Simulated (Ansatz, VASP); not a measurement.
**BiTe: VASP beside Ansatz**

Contents of INCAR:

```
PREC = Accurate
ENCUT = 500
EDIFF = 1E-6
ISMEAR = 1
SIGMA = 0.1
LREAL = False
LASPH = True
NELM = 120
ALGO = Normal
ISIF = 2
LWAVE = False
LCHARG = False
GGA = PE
NBANDS = 18
GGA_COMPAT = False
```

File KPOINTS:

```
Automatic mesh
0
Gamma
  4 4 4
```

The input POSCAR:

```
BiTe
1.0
    0.0000000000      3.2350000000      3.2350000000
    3.2350000000      0.0000000000      3.2350000000
    3.2350000000      3.2350000000      0.0000000000
Bi Te
1 1
Direct
    0.0000000000      0.0000000000      0.0000000000
    0.5000000000      0.5000000000      0.5000000000
```

Input for Ansatz:

```yaml
crystal:
  lattice:
    - [0.0, 3.235, 3.235]
    - [3.235, 0.0, 3.235]
    - [3.235, 3.235, 0.0]
  atoms:
    - { symbol: Bi, position: [0.0, 0.0, 0.0] }
    - { symbol: Te, position: [0.5, 0.5, 0.5] }
basis:
  ecutwfc: 420
kpoints:
  mp_grid: { grid: [4, 4, 4] }
hamiltonian:
  xc: pbe
scf:
  occupations: { method: methfessel_paxton }
output:
  forces: true
  stress: true
  eigenvalues: true
```

Alike in both runs: task single point; functional PBE; k mesh 4 × 4 × 4; no spin polarisation.

|  | VASP | Ansatz |
| --- | --- | --- |
| version | VASP 6.6.1 | Ansatz 0.2.0 |
| potentials or method | VASP PAW PBE potentials, release 64 (Bi_d, Te), cutoff 500 eV | scalar-relativistic, plane waves, PAW |
| occupations | methfessel-paxton of order 1, width 0.1 eV | methfessel-paxton of order 1 |
| valence electrons in the cell | 21 | 31 |

```csv
,VASP,Ansatz,Ansatz less VASP
gap on the k mesh at the Fermi level (eV),none,none,-
pressure (GPa),0.5,0.5,+0.05
```

A gap of «none» marks a metal or a gap that the smearing closes. VASP's potentials hold 21 valence electrons a cell and Ansatz's 31, so a difference there can come from the potentials and not from the codes.

The k mesh is coarse, so the values compare programs but aren't converged. Spin-orbit coupling is off throughout.
